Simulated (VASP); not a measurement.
# NaCl (Fm-3m) in VASP: settings compared

NaCl is run at these levels: LDA, PBEsol; tasks: single point.

Program: VASP 6.6.1. These are calculated values, not measurements. Logs are shortened: lines on timing, memory, paths and dates and some standing lists are left out, and cuts for length are marked.

## 1. The cell of the first run

Symmetry: Fm-3m, No. 225, cubic system. The conventional cell has a = 5.587 Å, b = 5.587 Å, c = 5.587 Å, α = 90.00°, β = 90.00°, γ = 90.00°. Na (site symmetry m-3m) has 6 Cl at 2.79 Å within 3.7 Å. Cl (site symmetry m-3m) has 6 Na at 2.79 Å within 3.7 Å.

## 2. Single point, LDA (21.80 Å³/atom)

The input, INCAR:

```
PREC = Accurate
ENCUT = 500
EDIFF = 1E-6
ISMEAR = -1
SIGMA = 0.03
LREAL = False
LASPH = True
NELM = 120
ALGO = Normal
ISIF = 2
LWAVE = False
LCHARG = False
GGA = CA
NBANDS = 14
GGA_COMPAT = False
```

The input, KPOINTS:

```
Automatic mesh
0
Gamma
  8 8 8
```

The input, POSCAR:

```
NaCl
1.0
    0.0000000000      2.7934784166      2.7934784166
    2.7934784166      0.0000000000      2.7934784166
    2.7934784166      2.7934784166      0.0000000000
Na Cl
1 1
Direct
    0.0000000000      0.0000000000      0.0000000000
    0.5000000000      0.5000000000      0.5000000000
```

Potentials or basis: VASP PAW LDA potentials, release 64 (Na_pv, Cl).

The run is started by

```bash
cat potpaw_LDA.64/Na_pv/POTCAR potpaw_LDA.64/Cl/POTCAR > POTCAR
mpirun -np 1 vasp_std > vasp.out
```

OUTCAR:

```text
PREC = Accurate
   ENCUT = 500
   EDIFF = 1E-6
   ISMEAR = -1
   LREAL = False
   LASPH = True
   NELM = 120
   ISIF = 2
   GGA = CA

 ion  position               nearest neighbor table
   1  0.000  0.000  0.000-
   2  0.500  0.500  0.500-

  LATTYP: Found a face centered cubic cell.
 ALAT       =     5.5869568332

  Lattice vectors:

 A1 = (   0.0000000000,   2.7934784166,   2.7934784166)
 A2 = (   2.7934784166,   0.0000000000,   2.7934784166)
 A3 = (   2.7934784166,   2.7934784166,   0.0000000000)

Analysis of symmetry for initial positions (statically):
=====================================================================
 Subroutine PRICEL returns:
 Original cell was already a primitive cell.

 Routine SETGRP: Setting up the symmetry group for a
 face centered cubic supercell.

 Subroutine GETGRP returns: Found 48 space group operations
 (whereof 48 operations were pure point group operations)
 out of a pool of 48 trial point group operations.

The static configuration has the point symmetry O_h .

Analysis of symmetry for dynamics (positions and initial velocities):
=====================================================================
 Subroutine PRICEL returns:
 Original cell was already a primitive cell.

 Routine SETGRP: Setting up the symmetry group for a
 face centered cubic supercell.

 Subroutine GETGRP returns: Found 48 space group operations
 (whereof 48 operations were pure point group operations)
 out of a pool of 48 trial point group operations.

The dynamic configuration has the point symmetry O_h .

 Subroutine INISYM returns: Found 48 space group operations
 (whereof 48 operations are pure point group operations),
 and found     1 'primitive' translations

----------------------------------------------------------------------------------------

                                     Primitive cell

  volume of cell :      43.5979

  direct lattice vectors                    reciprocal lattice vectors
     0.000000000  2.793478417  2.793478417    -0.178988317  0.178988317  0.178988317
     2.793478417  0.000000000  2.793478417     0.178988317 -0.178988317  0.178988317
     2.793478417  2.793478417  0.000000000     0.178988317  0.178988317 -0.178988317

  length of vectors
     3.950575063  3.950575063  3.950575063     0.310016859  0.310016859  0.310016859

  position of ions in fractional coordinates (direct lattice)
     0.000000000  0.000000000  0.000000000
     0.500000000  0.500000000  0.500000000

  ion indices of the primitive-cell ions
   primitive index   ion index
                 1           1
                 2           2

----------------------------------------------------------------------------------------

 KPOINTS: Automatic mesh

Automatic generation of k-mesh.
 Grid dimensions read from file:
 generate k-points for:    8    8    8

 Generating k-lattice:

  Cartesian coordinates                     Fractional coordinates (reciprocal lattice)
    -0.022373540  0.022373540  0.022373540     0.125000000  0.000000000  0.000000000
     0.022373540 -0.022373540  0.022373540     0.000000000  0.125000000  0.000000000
     0.022373540  0.022373540 -0.022373540     0.000000000  0.000000000  0.125000000

  Length of vectors
     0.038752107  0.038752107  0.038752107

  Shift w.r.t. Gamma in fractional coordinates (k-lattice)
     0.000000000  0.000000000  0.000000000

 Subroutine IBZKPT returns following result:
 ===========================================

 Found     29 irreducible k-points:

 Following reciprocal coordinates:
            Coordinates               Weight
  0.000000  0.000000  0.000000      1.000000
  0.125000  0.000000  0.000000      8.000000
  0.250000  0.000000  0.000000      8.000000
  0.375000  0.000000  0.000000      8.000000
  0.500000  0.000000  0.000000      4.000000
  0.125000  0.125000  0.000000      6.000000
[... 16 lines left out ...]
  0.500000  0.250000  0.125000     48.000000
 -0.375000  0.250000  0.125000     24.000000
 [... further k-points ...]
   k-points           NKPTS =     29   k-points in BZ     NKDIM =     29   number of bands    NBANDS=     14
   number of dos      NEDOS =    301   number of ions     NIONS =      2
   total plane-waves  NPLWV =  27000
   dimension x,y,z NGX =    30 NGY =   30 NGZ =   30
   dimension x,y,z NGXF=    60 NGYF=   60 NGZF=   60
   ions per type =               1   1
   NGX,Y,Z   is equivalent  to a cutoff of  12.62, 12.62, 12.62 a.u.
   NGXF,Y,Z  is equivalent  to a cutoff of  25.25, 25.25, 25.25 a.u.
 SYSTEM =  unknown system
   PREC   = accura    normal or accurate (medium, high low for compatibility)
   ISTART =      0    job   : 0-new  1-cont  2-samecut
   ICHARG =      2    charge: 1-file 2-atom 10-const
   ISPIN  =      1    spin polarized calculation?
   LNONCOLLINEAR =      F non collinear calculations
   LSORBIT =      F    spin-orbit coupling
   LASPH  =      T    aspherical Exc in radial PAW
   ENCUT  =  500.0 eV  36.75 Ry    6.06 a.u.   7.20  7.20  7.20*2*pi/ulx,y,z
   NELM   =    120;   NELMIN=  2; NELMDL= -5     # of ELM steps
   EDIFF  = 0.1E-05   stopping-criterion for ELM
   LREAL  =      F    real-space projection
   EDIFFG = 0.1E-04   stopping-criterion for IOM
   NSW    =      0    number of steps for IOM
   IBRION =     -1    ionic relax: 0-MD 1-quasi-New 2-CG
   NFREE  =      0    steps in history (QN), initial steepest desc. (CG)
   ISIF   =      2    stress and relaxation
   ISYM   =      2    0-nonsym 1-usesym 2-fastsym
   POTIM  = 0.5000    time-step for ionic-motion
   TEBEG  =    0.0;   TEEND  =   0.0 temperature during run
   PSTRESS=    0.0 pullay stress
   NELECT =      14.0000    total number of electrons
   NUPDOWN=      -1.0000    fix difference up-down
   EMIN   =  10.00;   EMAX   =-10.00  energy-range for DOS
   EFERMI =   0.00;   METHOD = LEGACY
   ISMEAR =    -1;   SIGMA  =   0.03  broadening in eV -4-tet -1-fermi 0-gaus
   EFERMI_NEDOS =   21; number of points for ismear=-14 and -15
   IALGO  =     38    algorithm
   IMIX   =      4    mixing-type and parameters
     AMIX     =   0.40;   BMIX     =  1.00
     AMIX_MAG =   1.60;   BMIX_MAG =  1.00
  volume/ion in A,a.u.               =      21.80       147.11
  Fermi-wavevector in a.u.,A,eV,Ry     =   1.121060  2.118496 17.099469  1.256776
  Thomas-Fermi vector in A             =   2.257711
   LORBIT       =      0    0 simple, 1 ext, 2 COOP (PROOUT), +10 PAW based schemes
   GGA     = CA    functional components
   LHFCALC =     F    Hartree Fock is set to
   AEXX    =    0.0000 exact exchange contribution
   IVDW    =     0    specifies the selected vdW correction
   LEPSILON=     F    determine dielectric tensor
   LRPA    =     F    only Hartree local field effects (RPA)
 non-spin polarized calculation
  energy-cutoff  :      500.00
  volume of cell :       43.60
 maximum number of plane-waves:      1124
 NGX is ok and might be reduce to    30
   NGX = 15   NGY = 15   NGZ = 15

 number of electron      14.0000008 magnetization

 Free energy of the ion-electron system (eV)
  ---------------------------------------------------
  ext. energy  EPLUGINS =         0.00000000
  ---------------------------------------------------
  free energy    TOTEN  =        -7.37264685 eV

  energy without entropy =       -7.37264685  energy(sigma->0) =       -7.37264685

 E-fermi :  -0.1726     XC(G=0):  -8.8440

 val. band max:       -0.7814510865   @ k =   0.0000   0.0000   0.0000
 cond. band min:       4.0248147865   @ k =   0.0000   0.0000   0.0000
 fundamental gap:      4.8062658730
 Fermi energy:        -0.1725675106

 k-point     1 :       0.0000    0.0000    0.0000
  band No.  band energies     occupation
      1     -21.5095      2.00000
      2     -21.5095      2.00000
      3     -21.5095      2.00000
      4     -13.4325      2.00000
      5      -0.7815      2.00000
      6      -0.7815      2.00000
      7      -0.7815      2.00000
      8       4.0248      0.00000
      9      10.0924      0.00000
     10      10.0924      0.00000
     11      10.0924      0.00000
     12      12.3592      0.00000
     13      12.3592      0.00000
     14      13.7765      0.00000

 k-point     2 :       0.1250    0.0000    0.0000
  band No.  band energies     occupation
      1     -21.5149      2.00000
      2     -21.5099      2.00000
      3     -21.5099      2.00000
      4     -13.3788      2.00000
      5      -1.1953      2.00000
      6      -0.8267      2.00000
      7      -0.8267      2.00000
      8       4.5512      0.00000
      9       9.5242      0.00000
     10      10.2930      0.00000
     11      10.2930      0.00000
     12      12.0767      0.00000
     13      12.0767      0.00000
     14      14.7386      0.00000

 k-point     3 :       0.2500    0.0000    0.0000
  band No.  band energies     occupation
      1     -21.5275      2.00000
      2     -21.5109      2.00000
      3     -21.5109      2.00000
      4     -13.2452      2.00000
      5      -1.9948      2.00000
      6      -0.9321      2.00000
      7      -0.9321      2.00000
      8       5.5408      0.00000
      9       8.9752      0.00000
     10      10.3915      0.00000
     11      10.3915      0.00000
     12      12.2883      0.00000
     13      12.2883      0.00000
     14      14.6008      0.00000

 k-point     4 :       0.3750    0.0000    0.0000
  band No.  band energies     occupation
      1     -21.5399      2.00000
      2     -21.5118      2.00000
      3     -21.5118      2.00000
      4     -13.1052      2.00000
      5      -2.6481      2.00000
      6      -1.0326      2.00000
      7      -1.0326      2.00000
      8       6.0807      0.00000
      9       9.2898      0.00000
     10      10.1006      0.00000
     11      10.1006      0.00000
     12      13.6881      0.00000
     13      13.6881      0.00000
     14      14.0746      0.00000

 k-point     5 :       0.5000    0.0000    0.0000
  band No.  band energies     occupation
      1     -21.5450      2.00000
      2     -21.5122      2.00000
      3     -21.5122      2.00000
      4     -13.0452      2.00000
      5      -2.8934      2.00000
      6      -1.0729      2.00000
      7      -1.0729      2.00000
      8       6.1578      0.00000
      9       9.7119      0.00000
     10       9.9601      0.00000
     11       9.9601      0.00000
[... 276 lines left out ...]
 k-point    22 :       0.3750    0.2500    0.1250
  band No.  band energies     occupation
      1     -21.5293      2.00000
      2     -21.5162      2.00000
      3     -21.5124      2.00000
      4     -13.1582      2.00000
      5      -2.1556      2.00000
      6      -1.2955      2.00000
      7      -1.0594      2.00000
      8       6.4322      0.00000
      9       8.2753      0.00000
     10       9.5313      0.00000
     11      11.2164      0.00000
     12      11.6097      0.00000
     13      13.8805      0.00000
     14      17.0544      0.00000

 k-point    23 :       0.5000    0.2500    0.1250
  band No.  band energies     occupation
      1     -21.5354      2.00000
      2     -21.5188      2.00000
      3     -21.5139      2.00000
      4     -13.0540      2.00000
      5      -2.4694      2.00000
      6      -1.5385      2.00000
      7      -1.1772      2.00000
      8       7.1308      0.00000
      9       8.5577      0.00000
     10       8.9082      0.00000
     11      10.9359      0.00000
     12      12.7871      0.00000
     13      15.1427      0.00000
     14      15.7797      0.00000

 k-point    24 :      -0.3750    0.2500    0.1250
  band No.  band energies     occupation
      1     -21.5381      2.00000
      2     -21.5194      2.00000
      3     -21.5148      2.00000
      4     -13.0099      2.00000
      5      -2.5959      2.00000
      6      -1.6246      2.00000
      7      -1.2353      2.00000
      8       7.2609      0.00000
      9       8.5462      0.00000
     10       9.2617      0.00000
     11      10.7460      0.00000
     12      13.4047      0.00000
     13      14.7017      0.00000
     14      15.9018      0.00000

 [... further k-points ...]

------------------------ aborting loop because EDIFF is reached ----------------------------------------

  FORCE on cell =-STRESS in cart. coord.  units (eV):
  Direction    XX          YY          ZZ          XY          YZ          ZX
  --------------------------------------------------------------------------------------
  -------------------------------------------------------------------------------------
  Total       -0.5001001     -0.5001001     -0.5001001     -0.0000000     -0.0000000      0.0000000
  in kB      -18.3781390    -18.3781390    -18.3781390     -0.0000000     -0.0000000      0.0000000
  external PRESSURE =     -18.3781390 kB  Pullay stress =       0.0000000 kB

 VOLUME and BASIS-vectors are now :
 -----------------------------------------------------------------------------
  energy-cutoff  :      500.00
  volume of cell :       43.60
      direct lattice vectors                 reciprocal lattice vectors
     0.000000000  2.793478417  2.793478417    -0.178988317  0.178988317  0.178988317
     2.793478417  0.000000000  2.793478417     0.178988317 -0.178988317  0.178988317
     2.793478417  2.793478417  0.000000000     0.178988317  0.178988317 -0.178988317

 POSITION                                       TOTAL-FORCE (eV/Angst)
 -----------------------------------------------------------------------------------
      0.00000      0.00000      0.00000        -0.000000      0.000000      0.000000
      2.79348      2.79348      2.79348         0.000000     -0.000000     -0.000000
 -----------------------------------------------------------------------------------
    total drift:                               -0.000000      0.000000      0.000000

  FREE ENERGIE OF THE ION-ELECTRON SYSTEM (eV)
  ---------------------------------------------------
  free  energy   TOTEN  =        -7.3726468458 eV

  energy  without entropy=       -7.3726468458  energy(sigma->0) =       -7.37264685
```

Run time: 13 s. Hardware: 1 thread of Intel Xeon Platinum 8259CL at 2.50GHz (Skylake/Cascade Lake), shared host; peak memory 0.14 GiB.

What came out:

* Free energy: -7.3726 eV
* Pressure: -1.8 GPa
* Band gap on the k mesh: 4.81 eV

Levels at points of the mesh, in eV from the valence-band top:
```
           k point  band 3  band 4  band 5  band 6  band 7  band 8  band 9  band 10  band 11  band 12
(0.00, 0.00, 0.00)  -20.73  -12.65    0.00    0.00    0.00    4.81   10.87    10.87    10.87    13.14
(0.50, 0.00, 0.00)  -20.73  -12.26   -2.11   -0.29   -0.29    6.94   10.49    10.74    10.74    14.72
(0.50, 0.50, 0.00)  -20.74  -12.21   -1.82   -0.65   -0.65    7.25    7.71    11.13    14.58    14.58
```

## 3. Single point, PBEsol (21.80 Å³/atom)

The input, INCAR:

```
SYSTEM = NaCl
PREC = Accurate
ENCUT = 500
EDIFF = 1E-6
ISMEAR = -1
SIGMA = 0.03
LREAL = .False.
LASPH = .True.
NELM = 120
ALGO = Normal
ISIF = 2
LWAVE = .False.
LCHARG = .True.
GGA = PS
LELF = .True.
LVHAR = .True.
NBANDS = 14
GGA_COMPAT = .False.
```

The input, KPOINTS:

```
Automatic mesh
0
Gamma
  8 8 8
  0 0 0
```

POSCAR is that of step 2.

Potentials or basis: VASP PAW PBE potentials, release 64 (Na_pv, Cl).

The run is started by

```bash
cat potpaw_PBE.64/Na_pv/POTCAR potpaw_PBE.64/Cl/POTCAR > POTCAR
mpirun -np 1 vasp_std > vasp.out
```

It took 16 s on 1 thread of Intel Xeon Platinum 8259CL at 2.50GHz (Skylake/Cascade Lake), shared host; peak memory 0.16 GiB.

Results (log left out):

```
Free energy            : -6.9978 eV
Pressure               : 0.2 GPa
Band gap on the k mesh : 5.04 eV
```

Levels at points of the mesh, in eV from the valence-band top:
| k point | band 3 | band 4 | band 5 | band 6 | band 7 | band 8 | band 9 | band 10 | band 11 | band 12 |
| --- | --- | --- | --- | --- | --- | --- | --- | --- | --- | --- |
| (0.00, 0.00, 0.00) | -20.60 | -12.71 | 0.00 | 0.00 | 0.00 | 5.04 | 11.02 | 11.02 | 11.02 | 13.28 |
| (0.50, 0.00, 0.00) | -20.60 | -12.33 | -2.06 | -0.29 | -0.29 | 7.12 | 10.73 | 10.93 | 10.93 | 15.01 |
| (0.50, 0.50, 0.00) | -20.61 | -12.28 | -1.78 | -0.64 | -0.64 | 7.51 | 7.86 | 11.33 | 14.87 | 14.87 |

Caveat: the PAW data sets were made with another functional, which shifts forces and pressure a little.
